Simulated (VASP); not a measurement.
# NaH (F-43m) in VASP: a series of runs

NaH is run at these levels: PBE; tasks: single point.

All numbers are computed with VASP 6.6.1; they aren't measurements. Logs are shortened: lines on timing, memory, paths and dates and some standing lists are left out, and cuts for length are marked.

## 1. The cell of the first run

The structure is cubic, space group F-43m (No. 216). Conventional cell: a = 5.279 Å, b = 5.279 Å, c = 5.279 Å, α = 90.00°, β = 90.00°, γ = 90.00°. Within 3.0 Å of Na (site symmetry -43m) lie 4 H at 2.29 Å. H (site symmetry -43m) has 4 Na at 2.29 Å within 3.0 Å.

## 2. Single point, PBE (volume changed by +5%)

Input file INCAR:

```
PREC = Accurate ; ENCUT = 520
EDIFF = 1E-6 ; ISMEAR = 0
SIGMA = 0.01 ; LREAL = False
LASPH = True ; NELM = 60
ALGO = Normal ; ISIF = 2
LWAVE = False ; LCHARG = False
GGA = PE ; NBANDS = 11
```

Input file KPOINTS:

```
regular mesh
0
Gamma
  4 4 4
```

Input file POSCAR:

```
NaH
1.0
    0.0000000000      2.6395011037      2.6395011037
    2.6395011037      0.0000000000      2.6395011037
    2.6395011037      2.6395011037      0.0000000000
Na H
1 1
Direct
    0.0000000000      0.0000000000      0.0000000000
    0.2500000000      0.2500000000      0.2500000000
```

Potentials or basis: VASP PAW PBE potentials, release 64 (Na_pv, H).

The run is started by

```bash
> cat potpaw_PBE.64/Na_pv/POTCAR potpaw_PBE.64/H/POTCAR > POTCAR
> mpirun -np 1 vasp_std > vasp.out
```

OUTCAR:

```text
PREC = Accurate
   ENCUT = 520
   EDIFF = 1E-6
   ISMEAR = 0
   LREAL = False
   LASPH = True
   NELM = 60
   ISIF = 2
   GGA = PE

 ion  position               nearest neighbor table
   1  0.000  0.000  0.000-
   2  0.250  0.250  0.250-

  LATTYP: Found a face centered cubic cell.
 ALAT       =     5.2790022074

  Lattice vectors:

 A1 = (   0.0000000000,   2.6395011037,   2.6395011037)
 A2 = (   2.6395011037,   0.0000000000,   2.6395011037)
 A3 = (   2.6395011037,   2.6395011037,   0.0000000000)

Analysis of symmetry for initial positions (statically):
=====================================================================
 Subroutine PRICEL returns:
 Original cell was already a primitive cell.

 Routine SETGRP: Setting up the symmetry group for a
 face centered cubic supercell.

 Subroutine GETGRP returns: Found 24 space group operations
 (whereof 24 operations were pure point group operations)
 out of a pool of 48 trial point group operations.

The static configuration has the point symmetry T_d .

Analysis of symmetry for dynamics (positions and initial velocities):
=====================================================================
 Subroutine PRICEL returns:
 Original cell was already a primitive cell.

 Routine SETGRP: Setting up the symmetry group for a
 face centered cubic supercell.

 Subroutine GETGRP returns: Found 24 space group operations
 (whereof 24 operations were pure point group operations)
 out of a pool of 48 trial point group operations.

The dynamic configuration has the point symmetry T_d .

 Subroutine INISYM returns: Found 24 space group operations
 (whereof 24 operations are pure point group operations),
 and found     1 'primitive' translations

----------------------------------------------------------------------------------------

                                     Primitive cell

  volume of cell :      36.7786

  direct lattice vectors                    reciprocal lattice vectors
     0.000000000  2.639501104  2.639501104    -0.189429737  0.189429737  0.189429737
     2.639501104  0.000000000  2.639501104     0.189429737 -0.189429737  0.189429737
     2.639501104  2.639501104  0.000000000     0.189429737  0.189429737 -0.189429737

  length of vectors
     3.732818259  3.732818259  3.732818259     0.328101929  0.328101929  0.328101929

  position of ions in fractional coordinates (direct lattice)
     0.000000000  0.000000000  0.000000000
     0.250000000  0.250000000  0.250000000

  ion indices of the primitive-cell ions
   primitive index   ion index
                 1           1
                 2           2

----------------------------------------------------------------------------------------

 KPOINTS: regular mesh

Automatic generation of k-mesh.
 Grid dimensions read from file:
 generate k-points for:    4    4    4

 Generating k-lattice:

  Cartesian coordinates                     Fractional coordinates (reciprocal lattice)
    -0.047357434  0.047357434  0.047357434     0.250000000  0.000000000  0.000000000
     0.047357434 -0.047357434  0.047357434     0.000000000  0.250000000  0.000000000
     0.047357434  0.047357434 -0.047357434     0.000000000  0.000000000  0.250000000

  Length of vectors
     0.082025482  0.082025482  0.082025482

  Shift w.r.t. Gamma in fractional coordinates (k-lattice)
     0.000000000  0.000000000  0.000000000

 Subroutine IBZKPT returns following result:
 ===========================================

 Found      8 irreducible k-points:

 Following reciprocal coordinates:
            Coordinates               Weight
  0.000000  0.000000  0.000000      1.000000
  0.250000  0.000000  0.000000      8.000000
  0.500000  0.000000  0.000000      4.000000
  0.250000  0.250000  0.000000      6.000000
  0.500000  0.250000  0.000000     24.000000
 -0.250000  0.250000  0.000000     12.000000
  0.500000  0.500000  0.000000      3.000000
 -0.250000  0.500000  0.250000      6.000000
   k-points           NKPTS =      8   k-points in BZ     NKDIM =      8   number of bands    NBANDS=     11
   number of dos      NEDOS =    301   number of ions     NIONS =      2
   total plane-waves  NPLWV =  21952
   dimension x,y,z NGX =    28 NGY =   28 NGZ =   28
   dimension x,y,z NGXF=    56 NGYF=   56 NGZF=   56
   ions per type =               1   1
   NGX,Y,Z   is equivalent  to a cutoff of  12.47, 12.47, 12.47 a.u.
   NGXF,Y,Z  is equivalent  to a cutoff of  24.94, 24.94, 24.94 a.u.
 SYSTEM =  unknown system
   PREC   = accura    normal or accurate (medium, high low for compatibility)
   ISTART =      0    job   : 0-new  1-cont  2-samecut
   ICHARG =      2    charge: 1-file 2-atom 10-const
   ISPIN  =      1    spin polarized calculation?
   LNONCOLLINEAR =      F non collinear calculations
   LSORBIT =      F    spin-orbit coupling
   LASPH  =      T    aspherical Exc in radial PAW
   ENCUT  =  520.0 eV  38.22 Ry    6.18 a.u.   6.94  6.94  6.94*2*pi/ulx,y,z
   NELM   =     60;   NELMIN=  2; NELMDL= -5     # of ELM steps
   EDIFF  = 0.1E-05   stopping-criterion for ELM
   LREAL  =      F    real-space projection
   EDIFFG = 0.1E-04   stopping-criterion for IOM
   NSW    =      0    number of steps for IOM
   IBRION =     -1    ionic relax: 0-MD 1-quasi-New 2-CG
   NFREE  =      0    steps in history (QN), initial steepest desc. (CG)
   ISIF   =      2    stress and relaxation
   ISYM   =      2    0-nonsym 1-usesym 2-fastsym
   POTIM  = 0.5000    time-step for ionic-motion
   TEBEG  =    0.0;   TEEND  =   0.0 temperature during run
   PSTRESS=    0.0 pullay stress
   NELECT =       8.0000    total number of electrons
   NUPDOWN=      -1.0000    fix difference up-down
   EMIN   =  10.00;   EMAX   =-10.00  energy-range for DOS
   EFERMI =   0.00;   METHOD = LEGACY
   ISMEAR =     0;   SIGMA  =   0.01  broadening in eV -4-tet -1-fermi 0-gaus
   EFERMI_NEDOS =   21; number of points for ismear=-14 and -15
   IALGO  =     38    algorithm
   IMIX   =      4    mixing-type and parameters
     AMIX     =   0.40;   BMIX     =  1.00
     AMIX_MAG =   1.60;   BMIX_MAG =  1.00
  volume/ion in A,a.u.               =      18.39       124.10
  Fermi-wavevector in a.u.,A,eV,Ry     =   0.984554  1.860538 13.188767  0.969347
  Thomas-Fermi vector in A             =   2.115796
   LORBIT       =      0    0 simple, 1 ext, 2 COOP (PROOUT), +10 PAW based schemes
   GGA     = PE    functional components
   LHFCALC =     F    Hartree Fock is set to
   AEXX    =    0.0000 exact exchange contribution
   IVDW    =     0    specifies the selected vdW correction
   LEPSILON=     F    determine dielectric tensor
   LRPA    =     F    only Hartree local field effects (RPA)
 non-spin polarized calculation
 Gauss-broadening in eV      SIGMA  =   0.01
  energy-cutoff  :      520.00
  volume of cell :       36.78
 maximum number of plane-waves:       998
   NGX = 13   NGY = 13   NGZ = 13

 number of electron       7.9999996 magnetization

 Free energy of the ion-electron system (eV)
  ---------------------------------------------------
  ext. energy  EPLUGINS =         0.00000000
  ---------------------------------------------------
  free energy    TOTEN  =        -4.98809652 eV

  energy without entropy =       -4.98809652  energy(sigma->0) =       -4.98809652

 E-fermi :  -1.9357     XC(G=0):  -6.7275

 val. band max:       -2.0164915310   @ k =  -0.2500   0.5000   0.2500
 cond. band min:       1.5562409207   @ k =   0.5000   0.0000   0.0000
 fundamental gap:      3.5727324517
 Fermi energy:        -1.9356611613

 k-point     1 :       0.0000    0.0000    0.0000
  band No.  band energies     occupation
      1     -24.0929      2.00000
      2     -24.0929      2.00000
      3     -24.0929      2.00000
      4      -4.7309      2.00000
      5       5.9464      0.00000
      6      11.0297      0.00000
      7      11.0297      0.00000
      8      11.0297      0.00000
      9      13.5260      0.00000
     10      13.5260      0.00000
     11      13.5260      0.00000

 k-point     2 :       0.2500    0.0000    0.0000
  band No.  band energies     occupation
      1     -24.1128      2.00000
      2     -24.0956      2.00000
      3     -24.0956      2.00000
      4      -3.9363      2.00000
      5       3.8393      0.00000
      6       9.1345      0.00000
      7      10.4228      0.00000
      8      10.4228      0.00000
      9      13.2846      0.00000
     10      13.2846      0.00000
     11      14.3537      0.00000

 k-point     3 :       0.5000    0.0000    0.0000
  band No.  band energies     occupation
      1     -24.1325      2.00000
      2     -24.0982      2.00000
      3     -24.0982      2.00000
      4      -2.6910      2.00000
      5       1.5562      0.00000
      6       8.3342      0.00000
      7      10.3008      0.00000
      8      10.3008      0.00000
      9      11.7806      0.00000
     10      11.7806      0.00000
     11      13.2395      0.00000

 k-point     4 :       0.2500    0.2500    0.0000
  band No.  band energies     occupation
      1     -24.1125      2.00000
      2     -24.0999      2.00000
      3     -24.0999      2.00000
      4      -3.6790      2.00000
      5       4.0945      0.00000
      6       8.5819      0.00000
      7       8.5819      0.00000
      8       9.0251      0.00000
      9      11.3911      0.00000
     10      14.6313      0.00000
     11      17.6971      0.00000

 k-point     5 :       0.5000    0.2500    0.0000
  band No.  band energies     occupation
      1     -24.1260      2.00000
      2     -24.1084      2.00000
      3     -24.1025      2.00000
      4      -2.4622      2.00000
      5       2.6045      0.00000
      6       5.5493      0.00000
      7       8.3233      0.00000
      8       8.3983      0.00000
      9      13.6861      0.00000
     10      14.8335      0.00000
     11      15.5852      0.00000

 k-point     6 :      -0.2500    0.2500    0.0000
  band No.  band energies     occupation
      1     -24.1214      2.00000
      2     -24.1092      2.00000
      3     -24.0983      2.00000
      4      -2.8814      2.00000
      5       2.8434      0.00000
      6       5.6681      0.00000
      7       9.5775      0.00000
      8       9.7348      0.00000
      9      13.2663      0.00000
     10      13.9243      0.00000
     11      15.6669      0.00000

 k-point     7 :       0.5000    0.5000    0.0000
  band No.  band energies     occupation
      1     -24.1312      2.00000
      2     -24.1068      2.00000
      3     -24.1068      2.00000
      4      -2.0947      2.00000
      5       2.9447      0.00000
      6       5.3013      0.00000
      7       7.4843      0.00000
      8       7.4843      0.00000
      9       9.9303      0.00000
     10      18.1996      0.00000
     11      20.7550      0.00000

 k-point     8 :      -0.2500    0.5000    0.2500
  band No.  band energies     occupation
      1     -24.1210      2.00000
      2     -24.1170      2.00000
      3     -24.1071      2.00000
      4      -2.0165      2.00000
      5       3.8055      0.00000
      6       3.9743      0.00000
      7       5.0420      0.00000
      8      11.6893      0.00000
      9      12.8746      0.00000
     10      14.5887      0.00000
     11      15.5145      0.00000

------------------------ aborting loop because EDIFF is reached ----------------------------------------

  FORCE on cell =-STRESS in cart. coord.  units (eV):
  Direction    XX          YY          ZZ          XY          YZ          ZX
  --------------------------------------------------------------------------------------
  -------------------------------------------------------------------------------------
  Total       -0.1328713     -0.1328713     -0.1328713      0.0000000      0.0000000      0.0000000
  in kB       -5.7882355     -5.7882355     -5.7882355      0.0000000      0.0000000      0.0000000
  external PRESSURE =      -5.7882355 kB  Pullay stress =       0.0000000 kB

 VOLUME and BASIS-vectors are now :
 -----------------------------------------------------------------------------
  energy-cutoff  :      520.00
  volume of cell :       36.78
      direct lattice vectors                 reciprocal lattice vectors
     0.000000000  2.639501104  2.639501104    -0.189429737  0.189429737  0.189429737
     2.639501104  0.000000000  2.639501104     0.189429737 -0.189429737  0.189429737
     2.639501104  2.639501104  0.000000000     0.189429737  0.189429737 -0.189429737

 POSITION                                       TOTAL-FORCE (eV/Angst)
 -----------------------------------------------------------------------------------
      0.00000      0.00000      0.00000         0.000000      0.000000      0.000000
      1.31975      1.31975      1.31975        -0.000000     -0.000000     -0.000000
 -----------------------------------------------------------------------------------
    total drift:                                0.000001      0.000001      0.000001

  FREE ENERGIE OF THE ION-ELECTRON SYSTEM (eV)
  ---------------------------------------------------
  free  energy   TOTEN  =        -4.9880965198 eV

  energy  without entropy=       -4.9880965198  energy(sigma->0) =       -4.98809652
```

Run time: 2.5 s. Hardware: 1 thread of AMD EPYC 9R45 (Zen 5), shared host; peak memory 0.11 GiB.

What came out:

* Free energy: -4.9881 eV
* Pressure: -0.6 GPa
* Band gap on the k mesh: 3.57 eV, indirect (least direct gap 4.25 eV)

Levels at points of the mesh, in eV from the valence-band top:
```tsv
k point	band 2	band 3	band 4	band 5	band 6	band 7
(0.00, 0.00, 0.00)	-22.08	-22.08	-2.71	7.96	13.05	13.05
(0.50, 0.00, 0.00)	-22.08	-22.08	-0.67	3.57	10.35	12.32
(0.50, 0.50, 0.00)	-22.09	-22.09	-0.08	4.96	7.32	9.50
```

Caveat: the k points lie up to 0.52 Å⁻¹ apart.

(Part 1 of 2 ends here.)
